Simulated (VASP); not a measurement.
# C (Fd-3m) in VASP: settings compared

The runs below take C through electric field gradients, with LDA, PBEsol, r2SCAN.

Program: VASP 6.6.1. These are calculated values, not measurements. Logs are shortened: lines on timing, memory, paths and dates and some standing lists are left out, and cuts for length are marked.

**1. The cell of the first run**

It takes space group Fd-3m (No. 227, cubic). The conventional cell has a = 3.561 Å, b = 3.561 Å, c = 3.561 Å, α = 90.00°, β = 90.00°, γ = 90.00°. Within 2.1 Å of C (site symmetry -43m) lie 4 C at 1.54 Å.

**2. Electric field gradients, LDA**

Input file INCAR:

```
SYSTEM = C
PREC = Accurate ; ENCUT = 1000
EDIFF = 1E-8 ; ISMEAR = -1
SIGMA = 0.03 ; LREAL = .False.
LASPH = .True. ; NELM = 120
ALGO = Normal ; ISIF = 2
LWAVE = .False. ; LCHARG = .False.
GGA = CA ; LEFG = .True.
NBANDS = 11 ; GGA_COMPAT = .False.
```

Input file KPOINTS:

```
regular mesh
0
Gamma
  14 14 14
  0 0 0
```

Input file POSCAR:

```
C
1.0
    0.0000000000      1.7803725545      1.7803725545
    1.7803725545      0.0000000000      1.7803725545
    1.7803725545      1.7803725545      0.0000000000
C
2
Direct
    0.0000000000      0.0000000000      0.0000000000
    0.2500000000      0.2500000000      0.2500000000
```

Potentials or basis: VASP PAW LDA potentials, release 64 (C_h).

Run with:

```bash
$ cat potpaw_LDA.64/C_h/POTCAR > POTCAR
$ mpirun -np 1 vasp_std > vasp.out
```

OUTCAR:

```text
SYSTEM = C
   PREC = Accurate
   ENCUT = 1000
   EDIFF = 1E-8
   ISMEAR = -1
   LREAL = .False.
   LASPH = .True.
   NELM = 120
   ISIF = 2
   GGA = CA

 ion  position               nearest neighbor table
   1  0.000  0.000  0.000-
   2  0.250  0.250  0.250-

  LATTYP: Found a face centered cubic cell.
 ALAT       =     3.5607451090

  Lattice vectors:

 A1 = (   0.0000000000,   1.7803725545,   1.7803725545)
 A2 = (   1.7803725545,   0.0000000000,   1.7803725545)
 A3 = (   1.7803725545,   1.7803725545,   0.0000000000)

Analysis of symmetry for initial positions (statically):
=====================================================================
 Subroutine PRICEL returns:
 Original cell was already a primitive cell.

 Routine SETGRP: Setting up the symmetry group for a
 face centered cubic supercell.

 Subroutine GETGRP returns: Found 48 space group operations
 (whereof 24 operations were pure point group operations)
 out of a pool of 48 trial point group operations.

The static configuration has the point symmetry T_d .
 The point group associated with its full space group is O_h .

Analysis of symmetry for dynamics (positions and initial velocities):
=====================================================================
 Subroutine PRICEL returns:
 Original cell was already a primitive cell.

 Routine SETGRP: Setting up the symmetry group for a
 face centered cubic supercell.

 Subroutine GETGRP returns: Found 48 space group operations
 (whereof 24 operations were pure point group operations)
 out of a pool of 48 trial point group operations.

The dynamic configuration has the point symmetry T_d .
 The point group associated with its full space group is O_h .

 Subroutine INISYM returns: Found 48 space group operations
 (whereof 24 operations are pure point group operations),
 and found     1 'primitive' translations

----------------------------------------------------------------------------------------

                                     Primitive cell

  volume of cell :      11.2866

  direct lattice vectors                    reciprocal lattice vectors
     0.000000000  1.780372554  1.780372554    -0.280840096  0.280840096  0.280840096
     1.780372554  0.000000000  1.780372554     0.280840096 -0.280840096  0.280840096
[... 133 lines left out ...]
 E-fermi :  11.5235     XC(G=0): -13.6750

 val. band max:       10.9460545376   @ k =   0.0000   0.0000   0.0000
 cond. band min:      15.0580873149   @ k =   0.3571   0.3571   0.0000
 fundamental gap:      4.1120327773
 Fermi energy:        11.5234709860

 k-point     1 :       0.0000    0.0000    0.0000
  band No.  band energies     occupation
      1     -10.4414      2.00000
      2      10.9461      2.00000
      3      10.9461      2.00000
      4      10.9461      2.00000
      5      16.5036      0.00000
      6      16.5036      0.00000
      7      16.5036      0.00000
      8      24.6102      0.00000
      9      30.0177      0.00000
     10      37.6224      0.00000
     11      37.6224      0.00000
[... 309 lines left out ...]
 k-point    24 :       0.2857    0.1429    0.0000
  band No.  band energies     occupation
      1      -8.3843      2.00000
      2       4.9644      2.00000
      3       7.6156      2.00000
      4       8.3815      2.00000
      5      16.8392      0.00000
      6      20.9353      0.00000
      7      20.9697      0.00000
      8      23.3224      0.00000
      9      31.3387      0.00000
     10      32.0832      0.00000
     11      37.2172      0.00000

 [... further k-points ...]

------------------------ aborting loop because EDIFF is reached ----------------------------------------

  FORCE on cell =-STRESS in cart. coord.  units (eV):
  Direction    XX          YY          ZZ          XY          YZ          ZX
  --------------------------------------------------------------------------------------
  -------------------------------------------------------------------------------------
  Total       -0.7021972     -0.7021972     -0.7021972      0.0000000      0.0000000      0.0000000
  in kB      -99.6797707    -99.6797707    -99.6797707      0.0000000      0.0000000      0.0000000
  external PRESSURE =     -99.6797707 kB  Pullay stress =       0.0000000 kB

 VOLUME and BASIS-vectors are now :
 -----------------------------------------------------------------------------
  energy-cutoff  :     1000.00
  volume of cell :       11.29
      direct lattice vectors                 reciprocal lattice vectors
     0.000000000  1.780372554  1.780372554    -0.280840096  0.280840096  0.280840096
     1.780372554  0.000000000  1.780372554     0.280840096 -0.280840096  0.280840096
     1.780372554  1.780372554  0.000000000     0.280840096  0.280840096 -0.280840096

 POSITION                                       TOTAL-FORCE (eV/Angst)
 -----------------------------------------------------------------------------------
      0.00000      0.00000      0.00000        -0.000000     -0.000000     -0.000000
      0.89019      0.89019      0.89019         0.000000      0.000000      0.000000
 -----------------------------------------------------------------------------------
    total drift:                                0.000000      0.000000     -0.000000

  FREE ENERGIE OF THE ION-ELECTRON SYSTEM (eV)
  ---------------------------------------------------
  free  energy   TOTEN  =       -20.2593400608 eV

  energy  without entropy=      -20.2593400608  energy(sigma->0) =      -20.25934006

 Electric field gradients (V/A^2)
---------------------------------------------------------------------
 ion       V_xx      V_yy      V_zz      V_xy      V_xz      V_yz
---------------------------------------------------------------------
   1      -0.000    -0.000    -0.000    -0.000    -0.000    -0.000
   2      -0.000    -0.000    -0.000    -0.000    -0.000    -0.000
---------------------------------------------------------------------

 Electric field gradients after diagonalization (V/A^2)
 (convention: |V_zz| > |V_xx| > |V_yy|)
----------------------------------------------------------------------
 ion       V_xx      V_yy      V_zz     asymmetry (V_yy - V_xx)/ V_zz
----------------------------------------------------------------------
   1       0.000     0.000    -0.000       0.000
   2       0.000     0.000    -0.000       0.000
----------------------------------------------------------------------

           NMR quadrupolar parameters

 Cq : quadrupolar parameter    Cq=e*Q*V_zz/h
 eta: asymmetry parameters     (V_yy - V_xx)/ V_zz
 Q  : nuclear electric quadrupole moment in mb (millibarn)
----------------------------------------------------------------------
 ion       Cq(MHz)       eta       Q (mb)
----------------------------------------------------------------------
   1      -0.000       0.000       1.000
   2      -0.000       0.000       1.000
----------------------------------------------------------------------
```

Run time: 26 s. Hardware: 1 thread of Intel Xeon Platinum 8259CL at 2.50GHz (Skylake/Cascade Lake), shared host; peak memory 0.15 GiB.

What came out:

```yaml
Free_energy: -20.2593 eV
Pressure: -10.0 GPa
Band_gap_on_the_k_mesh: 4.11 eV (least direct gap 5.56 eV)
Largest_electric_field_gradient_by_atom: under 0.05 V/Å² on every atom
```

Levels at points of the mesh, in eV from the valence-band top:
| k point | band 2 | band 3 | band 4 | band 5 | band 6 | band 7 |
| --- | --- | --- | --- | --- | --- | --- |
| (0.00, 0.00, 0.00) | 0.00 | 0.00 | 0.00 | 5.56 | 5.56 | 5.56 |
| (0.50, 0.00, 0.00) | -13.42 | -2.80 | -2.80 | 8.40 | 8.40 | 9.08 |
| (0.50, 0.50, 0.00) | -12.65 | -6.32 | -6.32 | 4.72 | 4.72 | 16.70 |

Caveat: the cell stands under tension. A k mesh can miss the band edges.

**3. Electric field gradients, PBEsol**

Input file INCAR:

```
  PREC = Accurate
  ENCUT = 1000
  EDIFF = 1E-8
  ISMEAR = -1
  SIGMA = 0.03
  LREAL = False
  LASPH = True
  NELM = 120
  ALGO = Normal
  ISIF = 2
  LWAVE = False
  LCHARG = False
  GGA = PS
  LEFG = True
  NBANDS = 11
  GGA_COMPAT = False
```

Input file KPOINTS:

```
regular mesh
0
Gamma
  14 14 14
```

POSCAR is that of step 2.

Potentials or basis: VASP PAW PBE potentials, release 64 (C_h).

Run with:

```bash
$ cat potpaw_PBE.64/C_h/POTCAR > POTCAR
$ mpirun -np 1 vasp_std > vasp.out
```

OUTCAR:

```text
PREC = Accurate
   ENCUT = 1000
   EDIFF = 1E-8
   ISMEAR = -1
   LREAL = False
   LASPH = True
   NELM = 120
   ISIF = 2
   GGA = PS

 ion  position               nearest neighbor table
   1  0.000  0.000  0.000-
   2  0.250  0.250  0.250-

  LATTYP: Found a face centered cubic cell.
 ALAT       =     3.5607451090

  Lattice vectors:

 A1 = (   0.0000000000,   1.7803725545,   1.7803725545)
 A2 = (   1.7803725545,   0.0000000000,   1.7803725545)
 A3 = (   1.7803725545,   1.7803725545,   0.0000000000)
[... 547 lines left out ...]

  FREE ENERGIE OF THE ION-ELECTRON SYSTEM (eV)
  ---------------------------------------------------
  free  energy   TOTEN  =       -19.2755857345 eV

  energy  without entropy=      -19.2755857345  energy(sigma->0) =      -19.27558573

 Electric field gradients (V/A^2)
---------------------------------------------------------------------
 ion       V_xx      V_yy      V_zz      V_xy      V_xz      V_yz
---------------------------------------------------------------------
   1      -0.000    -0.000    -0.000    -0.000    -0.000    -0.000
   2      -0.000    -0.000    -0.000    -0.000    -0.000    -0.000
---------------------------------------------------------------------

 Electric field gradients after diagonalization (V/A^2)
 (convention: |V_zz| > |V_xx| > |V_yy|)
----------------------------------------------------------------------
 ion       V_xx      V_yy      V_zz     asymmetry (V_yy - V_xx)/ V_zz
----------------------------------------------------------------------
   1       0.000     0.000    -0.000       0.000
   2       0.000     0.000    -0.000       0.000
----------------------------------------------------------------------

           NMR quadrupolar parameters

 Cq : quadrupolar parameter    Cq=e*Q*V_zz/h
 eta: asymmetry parameters     (V_yy - V_xx)/ V_zz
 Q  : nuclear electric quadrupole moment in mb (millibarn)
----------------------------------------------------------------------
 ion       Cq(MHz)       eta       Q (mb)
----------------------------------------------------------------------
   1      -0.000       0.000       1.000
   2      -0.000       0.000       1.000
----------------------------------------------------------------------
```

Run time: 33 s. Hardware: 1 thread of Intel Xeon 6975P-C (Granite Rapids), shared host; peak memory 0.16 GiB.

Results:

```
Free energy                             : -19.2756 eV
Pressure                                : -2.3 GPa
Band gap on the k mesh                  : 4.02 eV (least direct gap 5.56 eV)
Largest electric field gradient by atom : under 0.05 V/Å² on every atom
```

Caveat: the PAW data sets were made with another functional, which shifts forces and pressure a little.

(Part 1 of 2 ends here.)
